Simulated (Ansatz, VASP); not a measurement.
## Zn in VASP and in Ansatz

INCAR

```
ALGO = Fast ; EDIFF = 1E-6
ENCUT = 520 ; GGA = CA
ISIF = 2 ; ISMEAR = 0
LASPH = T ; LCHARG = F
LREAL = F ; LWAVE = F
NBANDS = 12 ; NELM = 100
PREC = Accurate ; SIGMA = 0.15
```

File KPOINTS:

```
k-points
0
Gamma
  24 24 24
```

File POSCAR:

```
Zn
1.0
   -1.0079139571      1.6214268005      1.6214268005
    1.6214268005     -1.0079139571      1.6214268005
    1.6214268005      1.6214268005     -1.0079139571
Zn
1
Direct
    0.0000000000      0.0000000000      0.0000000000
```

Input for Ansatz:

```yaml
crystal:
  lattice:
    - [-1.0079139571, 1.6214268005, 1.6214268005]
    - [1.6214268005, -1.0079139571, 1.6214268005]
    - [1.6214268005, 1.6214268005, -1.0079139571]
  atoms:
    - { symbol: Zn, position: [0.0, 0.0, 0.0] }
basis:
  ecutwfc: 420
kpoints:
  mp_grid: { grid: [24, 24, 24] }
hamiltonian:
  xc: lda
scf:
  occupations: { method: gaussian, width: 0.15 }
output:
  forces: true
  stress: true
  eigenvalues: true
```

Alike in both runs: task single point; functional LDA; k mesh 24 × 24 × 24; occupations gaussian, width 0.15 eV; no spin polarisation.

|  | VASP | Ansatz |
| --- | --- | --- |
| version | VASP 6.6.1 | Ansatz 0.2.0 |
| potentials or method | VASP PAW LDA potentials, release 64 (Zn), cutoff 520 eV | scalar-relativistic, plane waves, PAW |
| valence electrons in the cell | 12 | 12 |

|  | VASP | Ansatz | Ansatz less VASP |
| --- | --- | --- | --- |
| gap on the k mesh at the Fermi level (eV) | none | none | - |
| pressure (GPa) | 2.3 | 1.8 | -0.50 |
| traceless stress, the component that is largest in VASP (GPa) | -1.60 | -1.54 | +0.059 |

LDA's correlation is that of Perdew and Zunger in VASP and of Perdew and Wang (1992) in Ansatz. A gap of «none» marks a metal or a gap that the smearing closes.
